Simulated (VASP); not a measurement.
# HfC in VASP: notebook

HfC is run at these levels: PBEsol; tasks: single point.

Program: VASP 6.6.1. These are calculated values, not measurements. Logs are shortened: lines on timing, memory, paths and dates and some standing lists are left out, and cuts for length are marked.

## (1) The cell of the first run

Symmetry: P6_3/mmc, No. 194, hexagonal system. The conventional cell has a = 3.185 Å, b = 3.185 Å, c = 5.657 Å, α = 90.00°, β = 90.00°, γ = 120.00°. Within 3.2 Å of Hf (site symmetry -3m) lie 6 C at 2.32 Å and 8 Hf at 2.83 to 3.19 Å. Within 3.2 Å of C (site symmetry -6m2) lie 6 Hf at 2.32 Å and 6 C at 3.19 Å.

## (2) Single point, PBEsol (12.43 Å³/atom)

The input, INCAR:

```
ALGO = Normal ; EDIFF = 1E-7
ENCUT = 520 ; GGA = PS
ISIF = 2 ; ISMEAR = 0
LASPH = T ; LCHARG = F
LREAL = F ; LWAVE = F
NBANDS = 22 ; NELM = 100
PREC = Accurate ; SIGMA = 0.05
```

The input, KPOINTS:

```
k-points
0
Gamma
  10 10 6
```

The input, POSCAR:

```
HfC
1.0
    3.1852345812      0.0000000000      0.0000000000
   -1.5926172906      2.7584940643      0.0000000000
    0.0000000000      0.0000000000      5.6566221545
Hf C
2 2
Direct
    0.0000000000      0.0000000000      0.0000000000
    0.0000000000      0.0000000000      0.5000000000
    0.3333333333      0.6666666667      0.2500000000
    0.6666666667      0.3333333333      0.7500000000
```

Potentials or basis: VASP PAW PBE potentials, release 64 (Hf_pv, C).

The run is started by

```
cat potpaw_PBE.64/Hf_pv/POTCAR potpaw_PBE.64/C/POTCAR > POTCAR
mpirun -np 1 vasp_std > vasp.out
```

OUTCAR:

```text
EDIFF = 1E-7
   ENCUT = 520
   GGA = PS
   ISIF = 2
   ISMEAR = 0
   LASPH = T
   LREAL = F
   NELM = 100
   PREC = Accurate

 ion  position               nearest neighbor table
   1  0.000  0.000  0.000-   3 2.32   4 2.32   3 2.32   4 2.32   4 2.32   3 2.32   2 2.83   2 2.83

   2  0.000  0.000  0.500-   3 2.32   4 2.32   3 2.32   4 2.32   4 2.32   3 2.32   1 2.83   1 2.83

   3  0.333  0.667  0.250-   1 2.32   2 2.32   1 2.32   2 2.32   1 2.32   2 2.32
   4  0.667  0.333  0.750-   1 2.32   2 2.32   1 2.32   2 2.32   1 2.32   2 2.32

  LATTYP: Found a hexagonal cell.
 ALAT       =     3.1852345812
 C/A-ratio  =     1.7758887172

  Lattice vectors:

 A1 = (   3.1852345812,   0.0000000000,   0.0000000000)
 A2 = (  -1.5926172906,   2.7584940643,   0.0000000000)
 A3 = (   0.0000000000,   0.0000000000,   5.6566221545)

Analysis of symmetry for initial positions (statically):
=====================================================================
 Subroutine PRICEL returns:
 Original cell was already a primitive cell.

 Routine SETGRP: Setting up the symmetry group for a
 hexagonal supercell.

 Subroutine GETGRP returns: Found 24 space group operations
 (whereof 12 operations were pure point group operations)
 out of a pool of 24 trial point group operations.

The static configuration has the point symmetry D_3d.
 The point group associated with its full space group is D_6h.

Analysis of symmetry for dynamics (positions and initial velocities):
=====================================================================
 Subroutine PRICEL returns:
 Original cell was already a primitive cell.

 Routine SETGRP: Setting up the symmetry group for a
 hexagonal supercell.

 Subroutine GETGRP returns: Found 24 space group operations
 (whereof 12 operations were pure point group operations)
 out of a pool of 24 trial point group operations.

The dynamic configuration has the point symmetry D_3d.
 The point group associated with its full space group is D_6h.

 Subroutine INISYM returns: Found 24 space group operations
 (whereof 12 operations are pure point group operations),
 and found     1 'primitive' translations

----------------------------------------------------------------------------------------

                                     Primitive cell

  volume of cell :      49.7016

  direct lattice vectors                    reciprocal lattice vectors
     3.185234581  0.000000000  0.000000000     0.313948620  0.181258320  0.000000000
    -1.592617291  2.758494064  0.000000000     0.000000000  0.362516640  0.000000000
     0.000000000  0.000000000  5.656622154     0.000000000  0.000000000  0.176783949

  length of vectors
     3.185234581  3.185234581  5.656622154     0.362516640  0.362516640  0.176783949

  position of ions in fractional coordinates (direct lattice)
     0.000000000  0.000000000  0.000000000
     0.000000000  0.000000000  0.500000000
     0.333333333  0.666666667  0.250000000
     0.666666667  0.333333333  0.750000000

  ion indices of the primitive-cell ions
   primitive index   ion index
                 1           1
                 2           2
                 3           3
                 4           4

----------------------------------------------------------------------------------------

 KPOINTS: k-points

Automatic generation of k-mesh.
 Grid dimensions read from file:
 generate k-points for:   10   10    6

 Generating k-lattice:

  Cartesian coordinates                     Fractional coordinates (reciprocal lattice)
     0.031394862  0.018125832  0.000000000     0.100000000 -0.000000000  0.000000000
     0.000000000  0.036251664  0.000000000     0.000000000  0.100000000  0.000000000
     0.000000000  0.000000000  0.029463991     0.000000000  0.000000000  0.166666667

  Length of vectors
     0.036251664  0.036251664  0.029463991

  Shift w.r.t. Gamma in fractional coordinates (k-lattice)
     0.000000000  0.000000000  0.000000000

 Subroutine IBZKPT returns following result:
 ===========================================

 Found     56 irreducible k-points:

 Following reciprocal coordinates:
            Coordinates               Weight
  0.000000  0.000000  0.000000      1.000000
  0.100000 -0.000000  0.000000      6.000000
  0.200000 -0.000000  0.000000      6.000000
  0.300000 -0.000000  0.000000      6.000000
  0.400000  0.000000  0.000000      6.000000
  0.500000  0.000000  0.000000      3.000000
[... 16 lines left out ...]
  0.300000  0.100000  0.166667     24.000000
  0.400000  0.100000  0.166667     24.000000
 [... further k-points ...]
   k-points           NKPTS =     56   k-points in BZ     NKDIM =     56   number of bands    NBANDS=     22
   number of dos      NEDOS =    301   number of ions     NIONS =      4
   total plane-waves  NPLWV =  24192
   dimension x,y,z NGX =    24 NGY =   24 NGZ =   42
   dimension x,y,z NGXF=    48 NGYF=   48 NGZF=   84
   ions per type =               2   2
   NGX,Y,Z   is equivalent  to a cutoff of  12.53, 12.53, 12.34 a.u.
   NGXF,Y,Z  is equivalent  to a cutoff of  25.05, 25.05, 24.69 a.u.
 SYSTEM =  unknown system
   PREC   = accura    normal or accurate (medium, high low for compatibility)
   ISTART =      0    job   : 0-new  1-cont  2-samecut
   ICHARG =      2    charge: 1-file 2-atom 10-const
   ISPIN  =      1    spin polarized calculation?
   LNONCOLLINEAR =      F non collinear calculations
   LSORBIT =      F    spin-orbit coupling
   LASPH  =      T    aspherical Exc in radial PAW
   ENCUT  =  520.0 eV  38.22 Ry    6.18 a.u.   5.92  5.92 10.52*2*pi/ulx,y,z
   NELM   =    100;   NELMIN=  2; NELMDL= -5     # of ELM steps
   EDIFF  = 0.1E-06   stopping-criterion for ELM
   LREAL  =      F    real-space projection
   EDIFFG = 0.1E-05   stopping-criterion for IOM
   NSW    =      0    number of steps for IOM
   IBRION =     -1    ionic relax: 0-MD 1-quasi-New 2-CG
   NFREE  =      0    steps in history (QN), initial steepest desc. (CG)
   ISIF   =      2    stress and relaxation
   ISYM   =      2    0-nonsym 1-usesym 2-fastsym
   POTIM  = 0.5000    time-step for ionic-motion
   TEBEG  =    0.0;   TEEND  =   0.0 temperature during run
   PSTRESS=    0.0 pullay stress
   NELECT =      28.0000    total number of electrons
   NUPDOWN=      -1.0000    fix difference up-down
   EMIN   =  10.00;   EMAX   =-10.00  energy-range for DOS
   EFERMI =   0.00;   METHOD = LEGACY
   ISMEAR =     0;   SIGMA  =   0.05  broadening in eV -4-tet -1-fermi 0-gaus
   EFERMI_NEDOS =   21; number of points for ismear=-14 and -15
   IALGO  =     38    algorithm
   IMIX   =      4    mixing-type and parameters
     AMIX     =   0.40;   BMIX     =  1.00
     AMIX_MAG =   1.60;   BMIX_MAG =  1.00
  volume/ion in A,a.u.               =      12.43        83.85
  Fermi-wavevector in a.u.,A,eV,Ry     =   1.352085  2.555070 24.873267  1.828134
  Thomas-Fermi vector in A             =   2.479453
   LORBIT       =      0    0 simple, 1 ext, 2 COOP (PROOUT), +10 PAW based schemes
   GGA     = PS    functional components
   LHFCALC =     F    Hartree Fock is set to
   AEXX    =    0.0000 exact exchange contribution
   IVDW    =     0    specifies the selected vdW correction
   LEPSILON=     F    determine dielectric tensor
   LRPA    =     F    only Hartree local field effects (RPA)
 non-spin polarized calculation
 Gauss-broadening in eV      SIGMA  =   0.05
  energy-cutoff  :      520.00
  volume of cell :       49.70
 maximum number of plane-waves:      1364
 NGX is ok and might be reduce to    24
   NGX = 11   NGY = 11   NGZ = 21

 number of electron      28.0000005 magnetization

 Free energy of the ion-electron system (eV)
  ---------------------------------------------------
  ext. energy  EPLUGINS =         0.00000000
  ---------------------------------------------------
  free energy    TOTEN  =       -42.09870046 eV

  energy without entropy =      -42.09755442  energy(sigma->0) =      -42.09812744

 E-fermi :   5.7498     XC(G=0): -12.4334

 val. band max:        5.6929004882   @ k =   0.3000   0.3000   0.0000
 cond. band min:       5.7620933283   @ k =   0.2000   0.1000   0.0000
 fundamental gap:      0.0691928401
 Fermi energy:         5.7498394833

 k-point     1 :       0.0000    0.0000    0.0000
  band No.  band energies     occupation
      1     -24.6034      2.00000
      2     -23.6769      2.00000
      3     -23.6769      2.00000
      4     -23.5373      2.00000
      5     -23.5373      2.00000
      6     -23.2855      2.00000
[... 14 lines left out ...]
     21      12.5054      0.00000
     22      13.0018      0.00000

 k-point     2 :       0.1000   -0.0000    0.0000
  band No.  band energies     occupation
      1     -24.5873      2.00000
      2     -23.7500      2.00000
      3     -23.6928      2.00000
      4     -23.6009      2.00000
      5     -23.5513      2.00000
      6     -23.2773      2.00000
[... 14 lines left out ...]
     21      12.6124      0.00000
     22      13.6278      0.00000

 k-point     3 :       0.2000   -0.0000    0.0000
  band No.  band energies     occupation
      1     -24.5446      2.00000
      2     -23.9365      2.00000
      3     -23.7641      2.00000
      4     -23.7344      2.00000
      5     -23.5876      2.00000
      6     -23.2558      2.00000
[... 14 lines left out ...]
     21      13.1848      0.00000
     22      14.1180      0.00000

 k-point     4 :       0.3000   -0.0000    0.0000
  band No.  band energies     occupation
      1     -24.4914      2.00000
      2     -24.1578      2.00000
      3     -23.9596      2.00000
      4     -23.7852      2.00000
      5     -23.6322      2.00000
      6     -23.2290      2.00000
[... 14 lines left out ...]
     21      13.5527      0.00000
     22      13.7959      0.00000

 k-point     5 :       0.4000    0.0000    0.0000
  band No.  band energies     occupation
      1     -24.4487      2.00000
      2     -24.3291      2.00000
      3     -24.1129      2.00000
      4     -23.8258      2.00000
      5     -23.6679      2.00000
      6     -23.2073      2.00000
[... 14 lines left out ...]
     21      13.8857      0.00000
     22      13.8934      0.00000

 k-point     6 :       0.5000    0.0000    0.0000
  band No.  band energies     occupation
      1     -24.4354      2.00000
      2     -24.3901      2.00000
      3     -24.1705      2.00000
      4     -23.8413      2.00000
      5     -23.6815      2.00000
      6     -23.1989      2.00000
[... 14 lines left out ...]
     21      14.2408      0.00000
     22      14.2411      0.00000

 k-point     7 :       0.1000    0.1000    0.0000
  band No.  band energies     occupation
      1     -24.5578      2.00000
      2     -23.8743      2.00000
      3     -23.7270      2.00000
      4     -23.7095      2.00000
      5     -23.5812      2.00000
      6     -23.2624      2.00000
[... 324 lines left out ...]
      6     -23.2889      2.00000
[... 14 lines left out ...]
     21      13.6239      0.00000
     22      14.1496      0.00000

 k-point    21 :       0.1000    0.1000    0.1667
  band No.  band energies     occupation
      1     -24.4788      2.00000
      2     -23.8639      2.00000
      3     -23.7205      2.00000
      4     -23.7174      2.00000
      5     -23.5912      2.00000
      6     -23.3575      2.00000
[... 14 lines left out ...]
     21      12.6013      0.00000
     22      13.1248      0.00000

 k-point    22 :       0.2000    0.1000    0.1667
  band No.  band energies     occupation
      1     -24.4321      2.00000
      2     -24.0530      2.00000
      3     -23.8897      2.00000
      4     -23.7761      2.00000
      5     -23.6436      2.00000
      6     -23.3313      2.00000
[... 14 lines left out ...]
     21      13.1298      0.00000
     22      13.7923      0.00000

 k-point    23 :       0.3000    0.1000    0.1667
  band No.  band energies     occupation
      1     -24.3851      2.00000
      2     -24.2342      2.00000
      3     -24.0536      2.00000
      4     -23.8349      2.00000
      5     -23.6961      2.00000
      6     -23.3051      2.00000
[... 14 lines left out ...]
     21      13.3014      0.00000
     22      14.1453      0.00000

 k-point    24 :       0.4000    0.1000    0.1667
  band No.  band energies     occupation
      1     -24.3623      2.00000
      2     -24.3363      2.00000
      3     -24.1529      2.00000
      4     -23.8710      2.00000
      5     -23.7283      2.00000
      6     -23.2889      2.00000
[... 14 lines left out ...]
     21      13.6105      0.00000
     22      14.1070      0.00000

 [... further k-points ...]

------------------------ aborting loop because EDIFF is reached ----------------------------------------

  FORCE on cell =-STRESS in cart. coord.  units (eV):
  Direction    XX          YY          ZZ          XY          YZ          ZX
  --------------------------------------------------------------------------------------
  -------------------------------------------------------------------------------------
  Total        2.9460714      2.9460714      2.8251494     -0.0000000     -0.0000000      0.0000000
  in kB       94.9692943     94.9692943     91.0712634     -0.0000000     -0.0000000      0.0000000
  external PRESSURE =      93.6699507 kB  Pullay stress =       0.0000000 kB

 VOLUME and BASIS-vectors are now :
 -----------------------------------------------------------------------------
  energy-cutoff  :      520.00
  volume of cell :       49.70
      direct lattice vectors                 reciprocal lattice vectors
     3.185234581  0.000000000  0.000000000     0.313948620  0.181258320  0.000000000
    -1.592617291  2.758494064  0.000000000     0.000000000  0.362516640  0.000000000
     0.000000000  0.000000000  5.656622154     0.000000000  0.000000000  0.176783949

 POSITION                                       TOTAL-FORCE (eV/Angst)
 -----------------------------------------------------------------------------------
      0.00000      0.00000      0.00000        -0.000000      0.000000     -0.000000
      0.00000      0.00000      2.82831        -0.000000      0.000000     -0.000000
     -0.00000      1.83900      1.41416         0.000000      0.000000      0.000000
      1.59262      0.91950      4.24247        -0.000000     -0.000000     -0.000000
 -----------------------------------------------------------------------------------
    total drift:                               -0.000000      0.000000      0.000000

  FREE ENERGIE OF THE ION-ELECTRON SYSTEM (eV)
  ---------------------------------------------------
  free  energy   TOTEN  =       -42.0987004597 eV

  energy  without entropy=      -42.0975544238  energy(sigma->0) =      -42.09812744
```

Wall time 18 s (1 thread of Intel Xeon 6975P-C (Granite Rapids), shared host); peak memory 0.19 GiB.

What came out:

```yaml
Free_energy: -42.0987 eV
Pressure: 9.4 GPa
Band_gap_on_the_k_mesh: zero (bands 14 and 15 overlap by 1.69 eV)
```

Levels at points of the mesh, in eV from the Fermi level:
```tsv
k point	band 11	band 12	band 13	band 14	band 15	band 16	band 17	band 18
(0.00, 0.00, 0.00)	-2.38	-1.32	0.86	1.51	1.51	2.18	2.18	2.29
(0.50, 0.00, 0.00)	-2.67	-1.81	-1.21	-0.86	0.47	2.06	5.85	6.10
(0.00, 0.00, 0.50)	-1.20	-1.20	-1.20	-1.20	3.04	3.04	3.34	3.34
(0.50, 0.00, 0.50)	-1.90	-1.90	-1.39	-1.39	1.16	1.16	6.31	6.31
```

Caveat: the cell stands under pressure; the PAW data sets were made with another functional, which shifts forces and pressure a little; spin-orbit coupling is left out, which moves the levels of the heavy elements.

(Continued in part 2 of 2.)
